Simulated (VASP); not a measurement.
**C: single point with r2SCAN**

Crystal: C.

```xyz
4
Lattice="1.2281 -2.1265 0.0000 1.2281 2.1265 0.0000 0.0000 0.0000 7.1178" Properties=species:S:1:pos:R:3 pbc="T T T"
C     1.2281    1.7722    5.3377
C     1.2281   -0.3543    1.7801
C     1.2281   -1.7722    1.7801
C     1.2281    0.3543    5.3377
```

- Program: VASP 6.6.1
- Task: single point
- Functional: r2SCAN
- Potentials or basis: VASP PAW PBE potentials, release 64 (C)
- Cutoff: 520 eV
- k mesh: 18 × 18 × 6
- Occupations: gaussian, width 0.1 eV
- Spin: no spin polarisation
- Dipole correction: no
- Further INCAR settings: ALGO = Normal; EDIFF = 1e-06; NBANDS = 16

```
Pressure      : 0.6 GPa
Largest force : 0.005 eV/Å
```

Forces on the atoms (eV/Å):
```
C    0.000 -0.005  0.000
C    0.000 -0.005  0.000
C    0.000  0.005  0.000
C    0.000  0.005  0.000
```

Stress tensor (GPa, compression positive):
```
 1.02  0.00  0.00
 0.00  0.99  0.00
 0.00  0.00 -0.13
```

Levels at points of the mesh, in eV from the Fermi level:
| k point | band 6 | band 7 | band 8 | band 9 | band 10 | band 11 |
| --- | --- | --- | --- | --- | --- | --- |
| (0.00, 0.00, 0.00) | -3.21 | -3.20 | -3.20 | 3.94 | 8.70 | 8.72 |
| (0.50, 0.00, 0.00) | -6.82 | -2.58 | -2.58 | 1.92 | 1.92 | 7.78 |
| (0.50, 0.50, 0.00) | -6.81 | -3.03 | -1.97 | 1.19 | 2.46 | 7.64 |
| (0.00, 0.00, 0.50) | -3.21 | -3.21 | -3.21 | 6.26 | 6.26 | 8.73 |
| (0.50, 0.00, 0.50) | -6.82 | -2.53 | -2.53 | 1.77 | 1.77 | 7.78 |
| (0.50, 0.50, 0.50) | -6.83 | -2.53 | -2.53 | 1.77 | 1.77 | 7.77 |

Run time: 6.2 min on 1 thread of AMD EPYC 9R45 96-Core Processor (Zen 5) (shared host), peak memory 0.23 GiB.

Caveat: the PAW data sets were made with another functional, which shifts forces and pressure a little.
